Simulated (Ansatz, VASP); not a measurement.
Two plane-wave programs on Ca

```xyz
1
Lattice="0.0000 2.6156 2.6156 2.6156 0.0000 2.6156 2.6156 2.6156 0.0000" Properties=species:S:1:pos:R:3 pbc="T T T"
Ca    0.0000    0.0000    0.0000
```

Alike in both runs: task single point; functional PBE; k mesh 6 × 6 × 6; occupations gaussian, width 0.1 eV; no spin polarisation.

```csv
,VASP,Ansatz
version,VASP 6.6.1,Ansatz 0.2.0
potentials or method,"VASP PAW PBE potentials, release 64 (Ca_sv), cutoff 500 eV","scalar-relativistic, plane waves, PAW"
valence electrons in the cell,10,10
```

|  | VASP | Ansatz | Ansatz less VASP |
| --- | --- | --- | --- |
| pressure (GPa) | 3.6 | 3.6 | -0.01 |
